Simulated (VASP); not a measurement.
# TePt: single point with PBEsol

The system is TePt.

```
Te Pt
1.0
     1.98195    1.14428    6.61091
    -1.98195    1.14428    6.61091
     0.00000   -2.28856    6.61091
Te Pt
2 2
Direct
  0.59848 0.59848 0.59848
  0.40152 0.40152 0.40152
  0.86981 0.86981 0.86981
  0.13019 0.13019 0.13019
```

```
Program                : VASP 6.6.1
Task                   : single point
Functional             : PBEsol
Potentials or basis    : VASP PAW PBE potentials, release 64 (Te, Pt)
Cutoff                 : 520 eV
k mesh                 : 12 × 12 × 12
Occupations            : gaussian, width 0.1 eV
Spin                   : no spin polarisation
Dipole correction      : no
Further INCAR settings : ALGO = Normal; EDIFF = 1e-06; NBANDS = 24
```

| Property | Result |
| --- | --- |
| Pressure | -0.1 GPa |
| Largest force | 0.008 eV/Å |
| Band gap on the k mesh | zero (bands 16 and 17 overlap by 2.61 eV) |

Forces in eV/Å, atoms in the order of the input:
```
Te   0.000  0.000 -0.008
Te   0.000  0.000  0.008
Pt   0.000  0.000 -0.001
Pt   0.000  0.000  0.001
```

Levels at points of the mesh, in eV from the Fermi level:
```csv
k point,band 12,band 13,band 14,band 15,band 16,band 17,band 18,band 19,band 20,band 21
"(0.00, 0.00, 0.00)",-1.90,-1.70,0.65,0.65,0.92,1.26,2.89,2.89,4.60,6.13
"(0.50, 0.00, 0.00)",-2.51,-2.47,-1.95,-1.79,-1.05,0.37,1.35,1.99,3.80,4.80
"(0.50, 0.50, 0.00)",-2.46,-2.44,-1.78,-1.73,-1.34,-1.11,2.61,3.92,4.78,5.51
"(0.50, 0.50, 0.50)",-1.88,-1.64,-1.62,1.25,1.25,1.93,1.93,3.53,4.55,4.76
```

Run time: 42 min on 1 thread of AMD EPYC 7571, on a shared host, peak memory 0.61 GiB.

Caveat: the PAW data sets were made with another functional, which shifts forces and pressure a little; spin-orbit coupling is left out, which moves the levels of the heavy elements.
